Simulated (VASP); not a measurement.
Here is a VASP 6.6.1 calculation.

File INCAR:

```
PREC     = Accurate       # precision mode
ENCUT    = 600            # plane-wave cutoff, eV
EDIFF    = 1E-6           # SCF threshold, eV
ISMEAR   = 0              # smearing method
SIGMA    = 0.012          # smearing width, eV
LREAL    = F              # projectors in reciprocal space
LASPH    = T              # aspherical terms in the spheres
NELM     = 200            # most SCF steps
ALGO     = Normal         # electronic algorithm
ISIF     = 2              # what is computed and relaxed
LWAVE    = F              # write WAVECAR
LCHARG   = F              # write CHGCAR
ISPIN    = 2              # spin polarisation
MAGMOM   = 3 0            # initial moments
LORBIT   = 11             # projections on sites
LMAXMIX  = 4              # l up to which the mixer works
GGA      = PE             # functional
NBANDS   = 22             # bands
GGA_COMPAT= F
```

Contents of KPOINTS:

```
Automatic mesh
0
Gamma
  11 11 11
```

POSCAR

```
FeO
1.0
    0.0000000000      2.1554000000      2.1554000000
    2.1554000000      0.0000000000      2.1554000000
    2.1554000000      2.1554000000      0.0000000000
Fe O
1 1
Direct
    0.0000000000      0.0000000000      0.0000000000
    0.5000000000      0.5000000000      0.5000000000
```

Potentials or basis: VASP PAW PBE potentials, release 64 (Fe_sv, O).

Command:

```sh
$ cat potpaw_PBE.64/Fe_sv/POTCAR potpaw_PBE.64/O/POTCAR > POTCAR
$ mpirun -np 1 vasp_std > vasp.out
```

**Question.** What does it give for the pressure?

**Answer.** -2.6 GPa.

**Question.** What does it give for the net moment?

**Answer.** 4.00 μB per cell.

Caveat: a cell with one magnetic atom can't hold antiferromagnetic order, which such compounds often take; semilocal functionals often make such compounds metallic where correlation or magnetic order opens a gap, which also shifts bond lengths.

**The experiment to reproduce.**

From “W\"ustite: Electric, thermodynamic and optical properties of FeO”, 2012, arxiv:1203.1201, for a bulk crystal of FeO: band gap 2.4 eV (optical).

Against the measured gap of FeO, 2.4 eV (optical; quoted in “W\"ustite: Electric, thermodynamic and optical properties of FeO”, 2012, arxiv:1203.1201), the calculated 0.00 eV is off by -2.40 eV. So large a miss can be the level of theory's own, or it may mean another phase, state or a wrong row. The value is that of PBE on a finite k mesh, which can miss the band edges, without temperature or zero-point motion. Semilocal functionals fall short of measured gaps as a rule. The run's magnetic order (collinear spin, ferromagnetic start) needn't be the measured crystal's.
